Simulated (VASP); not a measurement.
# Zr (P6_3/mmc) in VASP: further runs

The runs below take Zr through single point, relaxation of cell and atoms, with LDA.

All numbers are computed with VASP 6.6.1; they aren't measurements. Logs are shortened: lines on timing, memory, paths and dates and some standing lists are left out, and cuts for length are marked.

## 1. The cell of the first run

The structure is hexagonal, space group P6_3/mmc (No. 194). Conventional cell: a = 3.154 Å, b = 3.154 Å, c = 5.063 Å, α = 90.00°, β = 90.00°, γ = 120.00°. Within 4.1 Å of Zr (site symmetry -6m2) lie 12 Zr at 3.12 to 3.15 Å.

## 2. Single point, LDA

INCAR

```
SYSTEM = Zr
PREC     = Accurate       ! precision mode
ENCUT    = 500            ! plane-wave cutoff, eV
EDIFF    = 1E-6           ! SCF threshold, eV
ISMEAR   = -1             ! smearing method
SIGMA    = 0.1            ! smearing width, eV
LREAL    = .False.        ! projectors in reciprocal space
LASPH    = .True.         ! aspherical terms in the spheres
NELM     = 120            ! most SCF steps
ALGO     = Normal         ! electronic algorithm
ISIF     = 2              ! what is computed and relaxed
LWAVE    = .False.        ! write WAVECAR
LCHARG   = .True.         ! write CHGCAR
LELF     = .True.         ! ELF
LVHAR    = .True.       
NBANDS   = 19             ! bands
GGA_COMPAT= .False.
```

KPOINTS

```
Automatic mesh
0
Gamma
  7 7 4
  0 0 0
```

POSCAR

```
Zr
1.0
    3.1544479799      0.0000000000      0.0000000000
   -1.5772239899      2.7318320855      0.0000000000
    0.0000000000      0.0000000000      5.0632628645
Zr
2
Direct
    0.3333333333      0.6666666667      0.2500000000
    0.6666666667      0.3333333333      0.7500000000
```

Potentials or basis: VASP PAW LDA potentials, release 64 (Zr_sv).

Started as:

```console
$ cat potpaw_LDA.64/Zr_sv/POTCAR > POTCAR
$ mpirun -np 1 vasp_std > vasp.out
```

OUTCAR:

```text
SYSTEM = Zr
   PREC = Accurate
   ENCUT = 500
   EDIFF = 1E-6
   ISMEAR = -1
   LREAL = .False.
   LASPH = .True.
   NELM = 120
   ISIF = 2

 ion  position               nearest neighbor table
   1  0.333  0.667  0.250-   2 3.12   2 3.12   2 3.12   2 3.12   2 3.12   2 3.12
   2  0.667  0.333  0.750-   1 3.12   1 3.12   1 3.12   1 3.12   1 3.12   1 3.12

  LATTYP: Found a hexagonal cell.
 ALAT       =     3.1544479799
 C/A-ratio  =     1.6051185173

  Lattice vectors:

 A1 = (   3.1544479799,   0.0000000000,   0.0000000000)
 A2 = (  -1.5772239899,   2.7318320855,   0.0000000000)
 A3 = (   0.0000000000,   0.0000000000,   5.0632628645)

Analysis of symmetry for initial positions (statically):
=====================================================================
 Subroutine PRICEL returns:
 Original cell was already a primitive cell.

 Routine SETGRP: Setting up the symmetry group for a
 hexagonal supercell.

 Subroutine GETGRP returns: Found 24 space group operations
 (whereof 12 operations were pure point group operations)
 out of a pool of 24 trial point group operations.

The static configuration has the point symmetry D_3d.
 The point group associated with its full space group is D_6h.

Analysis of symmetry for dynamics (positions and initial velocities):
=====================================================================
 Subroutine PRICEL returns:
 Original cell was already a primitive cell.

 Routine SETGRP: Setting up the symmetry group for a
 hexagonal supercell.

 Subroutine GETGRP returns: Found 24 space group operations
 (whereof 12 operations were pure point group operations)
 out of a pool of 24 trial point group operations.

The dynamic configuration has the point symmetry D_3d.
 The point group associated with its full space group is D_6h.

 Subroutine INISYM returns: Found 24 space group operations
 (whereof 12 operations are pure point group operations),
 and found     1 'primitive' translations

----------------------------------------------------------------------------------------

                                     Primitive cell

  volume of cell :      43.6323

  direct lattice vectors                    reciprocal lattice vectors
     3.154447980  0.000000000  0.000000000     0.317012677  0.183027355  0.000000000
    -1.577223990  2.731832085  0.000000000     0.000000000  0.366054709  0.000000000
     0.000000000  0.000000000  5.063262865     0.000000000  0.000000000  0.197501103

  length of vectors
     3.154447980  3.154447980  5.063262865     0.366054709  0.366054709  0.197501103

  position of ions in fractional coordinates (direct lattice)
     0.333333333  0.666666667  0.250000000
     0.666666667  0.333333333  0.750000000

  ion indices of the primitive-cell ions
   primitive index   ion index
                 1           1
                 2           2

----------------------------------------------------------------------------------------

 KPOINTS: Automatic mesh

Automatic generation of k-mesh.
 Grid dimensions read from file:
 generate k-points for:    7    7    4

 Generating k-lattice:

  Cartesian coordinates                     Fractional coordinates (reciprocal lattice)
     0.045287525  0.026146765  0.000000000     0.142857143  0.000000000  0.000000000
     0.000000000  0.052293530  0.000000000     0.000000000  0.142857143  0.000000000
     0.000000000  0.000000000  0.049375276     0.000000000  0.000000000  0.250000000

  Length of vectors
     0.052293530  0.052293530  0.049375276

  Shift w.r.t. Gamma in fractional coordinates (k-lattice)
     0.000000000  0.000000000  0.000000000

 Subroutine IBZKPT returns following result:
 ===========================================

 Found     24 irreducible k-points:

 Following reciprocal coordinates:
            Coordinates               Weight
  0.000000  0.000000  0.000000      1.000000
  0.142857  0.000000  0.000000      6.000000
  0.285714 -0.000000  0.000000      6.000000
  0.428571 -0.000000  0.000000      6.000000
  0.142857  0.142857  0.000000      6.000000
  0.285714  0.142857  0.000000     12.000000
[... 16 lines left out ...]
  0.428571  0.142857  0.500000      6.000000
  0.285714  0.285714  0.500000      6.000000
   k-points           NKPTS =     24   k-points in BZ     NKDIM =     24   number of bands    NBANDS=     19
   number of dos      NEDOS =    301   number of ions     NIONS =      2
   total plane-waves  NPLWV =  23040
   dimension x,y,z NGX =    24 NGY =   24 NGZ =   40
   dimension x,y,z NGXF=    48 NGYF=   48 NGZF=   80
   ions per type =               2
   NGX,Y,Z   is equivalent  to a cutoff of  12.65, 12.65, 13.13 a.u.
   NGXF,Y,Z  is equivalent  to a cutoff of  25.30, 25.30, 26.27 a.u.
 SYSTEM =  Zr
   PREC   = accura    normal or accurate (medium, high low for compatibility)
   ISTART =      0    job   : 0-new  1-cont  2-samecut
   ICHARG =      2    charge: 1-file 2-atom 10-const
   ISPIN  =      1    spin polarized calculation?
   LNONCOLLINEAR =      F non collinear calculations
   LSORBIT =      F    spin-orbit coupling
   LASPH  =      T    aspherical Exc in radial PAW
   ENCUT  =  500.0 eV  36.75 Ry    6.06 a.u.   5.75  5.75  9.23*2*pi/ulx,y,z
   NELM   =    120;   NELMIN=  2; NELMDL= -5     # of ELM steps
   EDIFF  = 0.1E-05   stopping-criterion for ELM
   LREAL  =      F    real-space projection
   EDIFFG = 0.1E-04   stopping-criterion for IOM
   NSW    =      0    number of steps for IOM
   IBRION =     -1    ionic relax: 0-MD 1-quasi-New 2-CG
   NFREE  =      0    steps in history (QN), initial steepest desc. (CG)
   ISIF   =      2    stress and relaxation
   ISYM   =      2    0-nonsym 1-usesym 2-fastsym
   POTIM  = 0.5000    time-step for ionic-motion
   TEBEG  =    0.0;   TEEND  =   0.0 temperature during run
   PSTRESS=    0.0 pullay stress
   NELECT =      24.0000    total number of electrons
   NUPDOWN=      -1.0000    fix difference up-down
   EMIN   =  10.00;   EMAX   =-10.00  energy-range for DOS
   EFERMI =   0.00;   METHOD = LEGACY
   ISMEAR =    -1;   SIGMA  =   0.10  broadening in eV -4-tet -1-fermi 0-gaus
   EFERMI_NEDOS =   21; number of points for ismear=-14 and -15
   IALGO  =     38    algorithm
   IMIX   =      4    mixing-type and parameters
     AMIX     =   0.40;   BMIX     =  1.00
     AMIX_MAG =   1.60;   BMIX_MAG =  1.00
  volume/ion in A,a.u.               =      21.82       147.22
  Fermi-wavevector in a.u.,A,eV,Ry     =   1.341352  2.534787 24.479930  1.799224
  Thomas-Fermi vector in A             =   2.469592
   LORBIT       =      0    0 simple, 1 ext, 2 COOP (PROOUT), +10 PAW based schemes
   GGA     = CA    functional components
   LHFCALC =     F    Hartree Fock is set to
   AEXX    =    0.0000 exact exchange contribution
   IVDW    =     0    specifies the selected vdW correction
   LEPSILON=     F    determine dielectric tensor
   LRPA    =     F    only Hartree local field effects (RPA)
 non-spin polarized calculation
  energy-cutoff  :      500.00
  volume of cell :       43.63
 maximum number of plane-waves:      1114
 NGX is ok and might be reduce to    24
   NGX = 11   NGY = 11   NGZ = 19

 number of electron      23.9999999 magnetization

 Free energy of the ion-electron system (eV)
  ---------------------------------------------------
  ext. energy  EPLUGINS =         0.00000000
  ---------------------------------------------------
  free energy    TOTEN  =       -18.61507513 eV

  energy without entropy =      -18.53761627  energy(sigma->0) =      -18.57634570

 E-fermi :   9.5508     XC(G=0): -11.5930

 val. band max:        9.5500116098   @ k =   0.0000   0.0000   0.5000
 cond. band min:       9.5545307937   @ k =   0.2857   0.2857   0.5000
 fundamental gap:      0.0045191839
 Fermi energy:         9.5507929597

 k-point     1 :       0.0000    0.0000    0.0000
  band No.  band energies     occupation
      1     -38.9023      2.00000
      2     -38.7010      2.00000
      3     -17.6910      2.00000
      4     -16.6162      2.00000
      5     -16.6162      2.00000
      6     -16.4514      2.00000
[... 11 lines left out ...]
     18      11.8125      0.00000
     19      14.2736      0.00000

 k-point     2 :       0.1429    0.0000    0.0000
  band No.  band energies     occupation
      1     -38.8720      2.00000
      2     -38.6879      2.00000
      3     -17.6153      2.00000
      4     -16.7871      2.00000
      5     -16.6702      2.00000
      6     -16.6225      2.00000
[... 11 lines left out ...]
     18      11.6619      0.00000
     19      14.6107      0.00000

 k-point     3 :       0.2857   -0.0000    0.0000
  band No.  band energies     occupation
      1     -38.7990      2.00000
      2     -38.6626      2.00000
      3     -17.4181      2.00000
      4     -17.1673      2.00000
      5     -16.9872      2.00000
      6     -16.7829      2.00000
[... 11 lines left out ...]
     18      13.1208      0.00000
     19      15.0267      0.00000

 k-point     4 :       0.4286   -0.0000    0.0000
  band No.  band energies     occupation
      1     -38.7301      2.00000
      2     -38.6517      2.00000
      3     -17.4659      2.00000
      4     -17.2591      2.00000
      5     -17.1980      2.00000
      6     -16.8677      2.00000
[... 11 lines left out ...]
     18      14.8788      0.00000
     19      15.1972      0.00000

 k-point     5 :       0.1429    0.1429    0.0000
  band No.  band energies     occupation
      1     -38.8202      2.00000
      2     -38.6688      2.00000
      3     -17.4781      2.00000
      4     -16.9975      2.00000
      5     -16.9541      2.00000
      6     -16.7126      2.00000
[... 11 lines left out ...]
     18      12.9405      0.00000
     19      14.7563      0.00000
[... 334 lines left out ...]
      2     -38.7451      2.00000
      3     -17.2375      2.00000
      4     -17.2375      2.00000
      5     -16.7537      2.00000
      6     -16.7537      2.00000
[... 11 lines left out ...]
     18      13.6168      0.00000
     19      14.3144      0.00000

 k-point    22 :       0.2857    0.1429    0.5000
  band No.  band energies     occupation
      1     -38.7000      2.00000
      2     -38.7000      2.00000
      3     -17.4357      2.00000
      4     -17.4357      2.00000
      5     -16.8640      2.00000
      6     -16.8640      2.00000
[... 11 lines left out ...]
     18      14.5686      0.00000
     19      15.1600      0.00000

 k-point    23 :       0.4286    0.1429    0.5000
  band No.  band energies     occupation
      1     -38.6797      2.00000
      2     -38.6797      2.00000
      3     -17.5341      2.00000
      4     -17.5341      2.00000
      5     -16.9171      2.00000
      6     -16.9171      2.00000
[... 11 lines left out ...]
     18      14.5607      0.00000
     19      16.4445      0.00000

 k-point    24 :       0.2857    0.2857    0.5000
  band No.  band energies     occupation
      1     -38.6748      2.00000
      2     -38.6748      2.00000
      3     -17.4413      2.00000
      4     -17.4413      2.00000
      5     -17.0752      2.00000
      6     -17.0752      2.00000
[... 11 lines left out ...]
     18      14.4963      0.00000
     19      17.3955      0.00000

------------------------ aborting loop because EDIFF is reached ----------------------------------------

  FORCE on cell =-STRESS in cart. coord.  units (eV):
  Direction    XX          YY          ZZ          XY          YZ          ZX
  --------------------------------------------------------------------------------------
  -------------------------------------------------------------------------------------
  Total        0.0267691      0.0267691      0.0404608      0.0000000     -0.0000000      0.0000000
  in kB        0.9829607      0.9829607      1.4857190      0.0000000     -0.0000000      0.0000000
  external PRESSURE =       1.1505468 kB  Pullay stress =       0.0000000 kB

 VOLUME and BASIS-vectors are now :
 -----------------------------------------------------------------------------
  energy-cutoff  :      500.00
  volume of cell :       43.63
      direct lattice vectors                 reciprocal lattice vectors
     3.154447980  0.000000000  0.000000000     0.317012677  0.183027355  0.000000000
    -1.577223990  2.731832085  0.000000000     0.000000000  0.366054709  0.000000000
     0.000000000  0.000000000  5.063262865     0.000000000  0.000000000  0.197501103

 POSITION                                       TOTAL-FORCE (eV/Angst)
 -----------------------------------------------------------------------------------
     -0.00000      1.82122      1.26582        -0.000000      0.000000      0.000000
      1.57722      0.91061      3.79745         0.000000      0.000000      0.000000
 -----------------------------------------------------------------------------------
    total drift:                                0.000000     -0.000000      0.000000

  FREE ENERGIE OF THE ION-ELECTRON SYSTEM (eV)
  ---------------------------------------------------
  free  energy   TOTEN  =       -18.6150751303 eV

  energy  without entropy=      -18.5376162698  energy(sigma->0) =      -18.57634570
```

Wall time 12 s (1 thread of AMD EPYC 7R13 (Zen 3), shared host); peak memory 0.11 GiB.

Results:

```yaml
Free_energy: -18.6151 eV
Pressure: 0.1 GPa
Band_gap_on_the_k_mesh: zero (bands 12 and 13 overlap by 0.83 eV)
```

## 3. Relaxation of cell and atoms, LDA

This run uses another cell than the first one, of 23.28 Å³/atom.

INCAR

```
ALGO = Normal
EDIFF = 1E-7
EDIFFG = -0.03
ENCUT = 500
GGA = CA
GGA_COMPAT = F
IBRION = 2
ISIF = 3
ISMEAR = -1
LASPH = T
LCHARG = F
LREAL = F
LWAVE = F
NELM = 120
NELMIN = 4
NSW = 80
PREC = Accurate
SIGMA = 0.1
```

KPOINTS

```
k-points
0
Gamma
  7 7 4
```

POSCAR

```
Zr
1.0
    3.2320000000      0.0000000000      0.0000000000
   -1.6160000000      2.7989940000      0.0000000000
    0.0000000000      0.0000000000      5.1470000000
Zr
2
Direct
    0.3333333333      0.6666666667      0.2500000000
    0.6666666667      0.3333333333      0.7500000000
```

Potentials or basis: VASP PAW LDA potentials, release 64 (Zr_sv).

Started as:

```console
$ cat potpaw_LDA.64/Zr_sv/POTCAR > POTCAR
$ mpirun -np 1 vasp_std > vasp.out
```

Wall time 43 s (1 thread of AMD EPYC 7R13 (Zen 3), shared host); peak memory 0.12 GiB.

The run converged. Its results:

```
Free energy                           : -18.6161 eV
Relaxed volume                        : 21.83 Å³/atom
Relaxed cell                          : a = 3.155 Å, b = 3.155 Å, c = 5.064 Å, α = 90.00°, β = 90.00°, γ = 120.00°
Space group after relaxing (to 0.1 Å) : P6_3/mmc (No. 194)
Energy gained by relaxing             : 27.8 meV/atom
Ionic steps                           : 6
Pressure after relaxing               : 0.0 GPa
Band gap on the k mesh                : zero (bands 12 and 13 overlap by 0.83 eV)
```

Step by step:
```csv
step,energy change (eV),largest force (eV/Å),pressure (GPa),volume (Å³)
1,0.0000,0.0000,-5.89,46.56
2,0.0011,0.0000,7.03,41.03
3,-0.0551,0.0000,-0.07,43.72
4,-0.0551,0.0000,0.06,43.67
5,-0.0554,0.0000,0.05,43.66
6,-0.0555,0.0000,0.05,43.65
```

Final structure:
```
Zr
1.0
     3.15507    0.00000    0.00000
    -1.57753    2.73237    0.00000
     0.00000    0.00000    5.06352
Zr
2
Direct
  0.33333 0.66667 0.25000
  0.66667 0.33333 0.75000
```

Levels at points of the mesh, in eV from the Fermi level:
| k point | band 9 | band 10 | band 11 | band 12 | band 13 | band 14 | band 15 | band 16 |
| --- | --- | --- | --- | --- | --- | --- | --- | --- |
| (0.00, 0.00, 0.00) | -5.75 | -3.23 | 0.83 | 0.83 | 0.93 | 1.45 | 1.57 | 1.57 |
| (0.00, 0.00, 0.50) | -3.98 | -3.98 | 0.00 | 0.00 | 0.75 | 0.75 | 0.75 | 0.75 |

LDA usually gives volumes a few per cent too small. Zero-point motion and thermal expansion aren't in these numbers.
